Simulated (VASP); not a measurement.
# HfH3 (Pm-3m) in VASP: a series of runs

The runs below take HfH3 through single point, with PBEsol.

Everything below comes from runs of VASP 6.6.1. Logs are shortened: lines on timing, memory, paths and dates and some standing lists are left out, and cuts for length are marked.

## Step 1: The cell of the first run

Symmetry: Pm-3m, No. 221, cubic system. Conventional cell: a = 3.095 Å, b = 3.095 Å, c = 3.095 Å, α = 90.00°, β = 90.00°, γ = 90.00°. Hf (site symmetry m-3m) has 12 H at 2.19 Å within 2.9 Å. Within 2.9 Å of H (site symmetry 4/mmm) lie 4 Hf at 2.19 Å and 8 H at 2.19 Å.

## Step 2: Single point, PBEsol

Contents of INCAR:

```
SYSTEM = HfH3
  ALGO = Normal
  EDIFF = 1E-6
  ENCUT = 520
  GGA = PS
  ISIF = 2
  ISMEAR = -1
  LASPH = .True.
  LCHARG = .False.
  LREAL = .False.
  LWAVE = .False.
  NBANDS = 14
  NELM = 100
  PREC = Accurate
  SIGMA = 0.05
```

Contents of KPOINTS:

```
k-points
0
Gamma
  8 8 8
  0 0 0
```

Contents of POSCAR:

```
HfH3
1.0
    3.0947977497      0.0000000000      0.0000000000
    0.0000000000      3.0947977497      0.0000000000
    0.0000000000      0.0000000000      3.0947977497
Hf H
1 3
Direct
    0.0000000000      0.0000000000      0.0000000000
    0.0000000000      0.5000000000      0.5000000000
    0.5000000000      0.0000000000      0.5000000000
    0.5000000000      0.5000000000      0.0000000000
```

Potentials or basis: VASP PAW PBE potentials, release 64 (Hf_pv, H).

On the command line:

```sh
$ cat potpaw_PBE.64/Hf_pv/POTCAR potpaw_PBE.64/H/POTCAR > POTCAR
$ mpirun -np 1 vasp_std > vasp.out
```

OUTCAR:

```text
SYSTEM = HfH3
   EDIFF = 1E-6
   ENCUT = 520
   GGA = PS
   ISIF = 2
   ISMEAR = -1
   LASPH = .True.
   LREAL = .False.
   NELM = 100
   PREC = Accurate

 ion  position               nearest neighbor table
   1  0.000  0.000  0.000-   2 2.19   3 2.19   4 2.19   2 2.19   3 2.19   2 2.19   4 2.19   2 2.19
                             3 2.19   4 2.19   3 2.19   4 2.19
   2  0.000  0.500  0.500-   1 2.19   1 2.19   1 2.19   1 2.19
   3  0.500  0.000  0.500-   1 2.19   1 2.19   1 2.19   1 2.19
   4  0.500  0.500  0.000-   1 2.19   1 2.19   1 2.19   1 2.19

  LATTYP: Found a simple cubic cell.
 ALAT       =     3.0947977497

  Lattice vectors:

 A1 = (   3.0947977497,   0.0000000000,   0.0000000000)
 A2 = (   0.0000000000,   3.0947977497,   0.0000000000)
 A3 = (   0.0000000000,   0.0000000000,   3.0947977497)

Analysis of symmetry for initial positions (statically):
=====================================================================
 Subroutine PRICEL returns:
 Original cell was already a primitive cell.

 Routine SETGRP: Setting up the symmetry group for a
 simple cubic supercell.

 Subroutine GETGRP returns: Found 48 space group operations
 (whereof 48 operations were pure point group operations)
 out of a pool of 48 trial point group operations.

The static configuration has the point symmetry O_h .

Analysis of symmetry for dynamics (positions and initial velocities):
=====================================================================
 Subroutine PRICEL returns:
 Original cell was already a primitive cell.

 Routine SETGRP: Setting up the symmetry group for a
 simple cubic supercell.

 Subroutine GETGRP returns: Found 48 space group operations
 (whereof 48 operations were pure point group operations)
 out of a pool of 48 trial point group operations.

The dynamic configuration has the point symmetry O_h .

 Subroutine INISYM returns: Found 48 space group operations
 (whereof 48 operations are pure point group operations),
 and found     1 'primitive' translations

----------------------------------------------------------------------------------------

                                     Primitive cell

  volume of cell :      29.6413

  direct lattice vectors                    reciprocal lattice vectors
     3.094797750  0.000000000  0.000000000     0.323122892  0.000000000  0.000000000
     0.000000000  3.094797750  0.000000000     0.000000000  0.323122892  0.000000000
     0.000000000  0.000000000  3.094797750     0.000000000  0.000000000  0.323122892

  length of vectors
     3.094797750  3.094797750  3.094797750     0.323122892  0.323122892  0.323122892

  position of ions in fractional coordinates (direct lattice)
     0.000000000  0.000000000  0.000000000
     0.000000000  0.500000000  0.500000000
     0.500000000  0.000000000  0.500000000
     0.500000000  0.500000000  0.000000000

  ion indices of the primitive-cell ions
   primitive index   ion index
                 1           1
                 2           2
                 3           3
                 4           4

----------------------------------------------------------------------------------------

 KPOINTS: k-points

Automatic generation of k-mesh.
 Grid dimensions read from file:
 generate k-points for:    8    8    8

 Generating k-lattice:

  Cartesian coordinates                     Fractional coordinates (reciprocal lattice)
     0.040390362  0.000000000  0.000000000     0.125000000  0.000000000  0.000000000
     0.000000000  0.040390362  0.000000000     0.000000000  0.125000000  0.000000000
     0.000000000  0.000000000  0.040390362     0.000000000  0.000000000  0.125000000

  Length of vectors
     0.040390362  0.040390362  0.040390362

  Shift w.r.t. Gamma in fractional coordinates (k-lattice)
     0.000000000  0.000000000  0.000000000

 Subroutine IBZKPT returns following result:
 ===========================================

 Found     35 irreducible k-points:

 Following reciprocal coordinates:
            Coordinates               Weight
  0.000000  0.000000  0.000000      1.000000
  0.125000  0.000000  0.000000      6.000000
  0.250000  0.000000  0.000000      6.000000
  0.375000  0.000000  0.000000      6.000000
  0.500000  0.000000  0.000000      3.000000
  0.125000  0.125000  0.000000     12.000000
[... 16 lines left out ...]
  0.375000  0.375000  0.125000     24.000000
  0.500000  0.375000  0.125000     24.000000
 [... further k-points ...]
   k-points           NKPTS =     35   k-points in BZ     NKDIM =     35   number of bands    NBANDS=     14
   number of dos      NEDOS =    301   number of ions     NIONS =      4
   total plane-waves  NPLWV =  13824
   dimension x,y,z NGX =    24 NGY =   24 NGZ =   24
   dimension x,y,z NGXF=    48 NGYF=   48 NGZF=   48
   ions per type =               1   3
   NGX,Y,Z   is equivalent  to a cutoff of  12.89, 12.89, 12.89 a.u.
   NGXF,Y,Z  is equivalent  to a cutoff of  25.78, 25.78, 25.78 a.u.
 SYSTEM =  HfH3
   PREC   = accura    normal or accurate (medium, high low for compatibility)
   ISTART =      0    job   : 0-new  1-cont  2-samecut
   ICHARG =      2    charge: 1-file 2-atom 10-const
   ISPIN  =      1    spin polarized calculation?
   LNONCOLLINEAR =      F non collinear calculations
   LSORBIT =      F    spin-orbit coupling
   LASPH  =      T    aspherical Exc in radial PAW
   ENCUT  =  520.0 eV  38.22 Ry    6.18 a.u.   5.75  5.75  5.75*2*pi/ulx,y,z
   NELM   =    100;   NELMIN=  2; NELMDL= -5     # of ELM steps
   EDIFF  = 0.1E-05   stopping-criterion for ELM
   LREAL  =      F    real-space projection
   EDIFFG = 0.1E-04   stopping-criterion for IOM
   NSW    =      0    number of steps for IOM
   IBRION =     -1    ionic relax: 0-MD 1-quasi-New 2-CG
   NFREE  =      0    steps in history (QN), initial steepest desc. (CG)
   ISIF   =      2    stress and relaxation
   ISYM   =      2    0-nonsym 1-usesym 2-fastsym
   POTIM  = 0.5000    time-step for ionic-motion
   TEBEG  =    0.0;   TEEND  =   0.0 temperature during run
   PSTRESS=    0.0 pullay stress
   NELECT =      13.0000    total number of electrons
   NUPDOWN=      -1.0000    fix difference up-down
   EMIN   =  10.00;   EMAX   =-10.00  energy-range for DOS
   EFERMI =   0.00;   METHOD = LEGACY
   ISMEAR =    -1;   SIGMA  =   0.05  broadening in eV -4-tet -1-fermi 0-gaus
   EFERMI_NEDOS =   21; number of points for ismear=-14 and -15
   IALGO  =     38    algorithm
   IMIX   =      4    mixing-type and parameters
     AMIX     =   0.40;   BMIX     =  1.00
     AMIX_MAG =   1.60;   BMIX_MAG =  1.00
  volume/ion in A,a.u.               =       7.41        50.01
  Fermi-wavevector in a.u.,A,eV,Ry     =   1.243818  2.350476 21.049362  1.547084
  Thomas-Fermi vector in A             =   2.378113
   LORBIT       =      0    0 simple, 1 ext, 2 COOP (PROOUT), +10 PAW based schemes
   GGA     = PS    functional components
   LHFCALC =     F    Hartree Fock is set to
   AEXX    =    0.0000 exact exchange contribution
   IVDW    =     0    specifies the selected vdW correction
   LEPSILON=     F    determine dielectric tensor
   LRPA    =     F    only Hartree local field effects (RPA)
 non-spin polarized calculation
  energy-cutoff  :      520.00
  volume of cell :       29.64
 maximum number of plane-waves:       840
 NGX is ok and might be reduce to    24
   NGX = 11   NGY = 11   NGZ = 11

 number of electron      13.0000005 magnetization

 Free energy of the ion-electron system (eV)
  ---------------------------------------------------
  ext. energy  EPLUGINS =         0.00000000
  ---------------------------------------------------
  free energy    TOTEN  =       -21.60646285 eV

  energy without entropy =      -21.60210426  energy(sigma->0) =      -21.60428355

 E-fermi :   4.7415     XC(G=0): -11.4310

 val. band max:        4.6795842363   @ k =   0.3750   0.1250   0.0000
 cond. band min:       4.7788824971   @ k =   0.5000   0.0000   0.0000
 fundamental gap:      0.0992982608
 Fermi energy:         4.7414774219

 k-point     1 :       0.0000    0.0000    0.0000
  band No.  band energies     occupation
      1     -26.1170      2.00000
      2     -26.1170      2.00000
      3     -26.1170      2.00000
      4      -6.6801      2.00000
      5       0.3825      2.00000
      6       0.3825      2.00000
      7       9.1889      0.00000
      8       9.1889      0.00000
      9       9.1889      0.00000
     10      11.0635      0.00000
     11      11.0635      0.00000
     12      12.7553      0.00000
     13      12.7553      0.00000
     14      12.7553      0.00000

 k-point     2 :       0.1250    0.0000    0.0000
  band No.  band energies     occupation
      1     -26.2105      2.00000
      2     -26.1092      2.00000
      3     -26.1092      2.00000
      4      -6.3588      2.00000
      5       0.3768      2.00000
      6       0.6058      2.00000
      7       8.3565      0.00000
      8       8.3565      0.00000
      9       9.2355      0.00000
     10      10.1237      0.00000
     11      10.1686      0.00000
     12      12.8675      0.00000
     13      13.7184      0.00000
     14      13.7184      0.00000

 k-point     3 :       0.2500    0.0000    0.0000
  band No.  band energies     occupation
      1     -26.4297      2.00000
      2     -26.0905      2.00000
      3     -26.0905      2.00000
      4      -5.4679      2.00000
      5       0.0351      2.00000
      6       1.2668      2.00000
      7       7.0830      0.00000
      8       7.0830      0.00000
      9       8.1433      0.00000
     10       9.3506      0.00000
     11       9.5275      0.00000
     12      13.2030      0.00000
     13      15.3578      0.00000
     14      15.3578      0.00000

 k-point     4 :       0.3750    0.0000    0.0000
  band No.  band energies     occupation
      1     -26.6406      2.00000
      2     -26.0717      2.00000
      3     -26.0717      2.00000
      4      -4.1754      2.00000
      5      -1.0285      2.00000
      6       2.3190      2.00000
      7       6.0841      0.00000
      8       6.1853      0.00000
      9       6.1853      0.00000
     10       9.4698      0.00000
     11      10.3583      0.00000
     12      13.6824      0.00000
     13      16.8071      0.00000
     14      16.8071      0.00000

 k-point     5 :       0.5000    0.0000    0.0000
  band No.  band energies     occupation
      1     -26.7257      2.00000
      2     -26.0639      2.00000
      3     -26.0639      2.00000
      4      -2.9392      2.00000
      5      -2.2484      2.00000
      6       3.2634      2.00000
      7       4.7789      0.64247
      8       5.8699      0.00000
      9       5.8699      0.00000
     10       9.5205      0.00000
     11      11.3055      0.00000
[... 276 lines left out ...]
 k-point    22 :       0.5000    0.2500    0.1250
  band No.  band energies     occupation
      1     -26.6646      2.00000
      2     -26.3437      2.00000
      3     -26.1218      2.00000
      4      -2.2350      2.00000
      5      -1.3636      2.00000
      6       1.2812      2.00000
      7       4.2234      1.99994
      8       6.7160      0.00000
      9       6.8526      0.00000
     10      10.6081      0.00000
     11      11.0753      0.00000
     12      12.5065      0.00000
     13      14.6153      0.00000
     14      17.1975      0.00000

 k-point    23 :       0.3750    0.3750    0.1250
  band No.  band energies     occupation
      1     -26.5577      2.00000
      2     -26.5450      2.00000
      3     -26.1103      2.00000
      4      -2.5472      2.00000
      5      -0.1301      2.00000
      6       0.5051      2.00000
      7       4.0725      2.00000
      8       6.6931      0.00000
      9       6.9939      0.00000
     10      10.6649      0.00000
     11      11.3638      0.00000
     12      13.2560      0.00000
     13      14.2725      0.00000
     14      17.0990      0.00000

 k-point    24 :       0.5000    0.3750    0.1250
  band No.  band energies     occupation
      1     -26.6309      2.00000
      2     -26.5381      2.00000
      3     -26.1020      2.00000
      4      -2.2900      2.00000
      5      -0.2693      2.00000
      6       0.5777      2.00000
      7       3.6790      2.00000
      8       6.9893      0.00000
      9       7.0362      0.00000
     10      10.8941      0.00000
     11      12.6039      0.00000
     12      12.7625      0.00000
     13      13.4328      0.00000
     14      17.1925      0.00000

 [... further k-points ...]
[... 5 lines left out ...]
  --------------------------------------------------------------------------------------
  -------------------------------------------------------------------------------------
  Total       -1.1457803     -1.1457803     -1.1457803     -0.0000000      0.0000000     -0.0000000
  in kB      -61.9319995    -61.9319995    -61.9319995     -0.0000000      0.0000000     -0.0000000
  external PRESSURE =     -61.9319995 kB  Pullay stress =       0.0000000 kB

 VOLUME and BASIS-vectors are now :
 -----------------------------------------------------------------------------
  energy-cutoff  :      520.00
  volume of cell :       29.64
      direct lattice vectors                 reciprocal lattice vectors
     3.094797750  0.000000000  0.000000000     0.323122892  0.000000000  0.000000000
     0.000000000  3.094797750  0.000000000     0.000000000  0.323122892  0.000000000
     0.000000000  0.000000000  3.094797750     0.000000000  0.000000000  0.323122892

 POSITION                                       TOTAL-FORCE (eV/Angst)
 -----------------------------------------------------------------------------------
      0.00000      0.00000      0.00000         0.000000      0.000000      0.000000
      0.00000      1.54740      1.54740         0.000000      0.000000      0.000000
      1.54740      0.00000      1.54740         0.000000      0.000000      0.000000
      1.54740      1.54740      0.00000         0.000000      0.000000      0.000000
 -----------------------------------------------------------------------------------
    total drift:                                0.000000      0.000000     -0.000000

  FREE ENERGIE OF THE ION-ELECTRON SYSTEM (eV)
  ---------------------------------------------------
  free  energy   TOTEN  =       -21.6064628505 eV

  energy  without entropy=      -21.6021042577  energy(sigma->0) =      -21.60428355
```

It took 8.7 s on 1 thread of Intel Xeon Platinum 8259CL at 2.50GHz (Skylake/Cascade Lake), shared host; peak memory 0.14 GiB.

Results:

```yaml
Free_energy: -21.6065 eV
Pressure: -6.2 GPa
```

Caveat: the PAW data sets were made with another functional, which shifts forces and pressure a little; spin-orbit coupling is left out, which moves the levels of the heavy elements.

(Continued in part 2 of 2.)
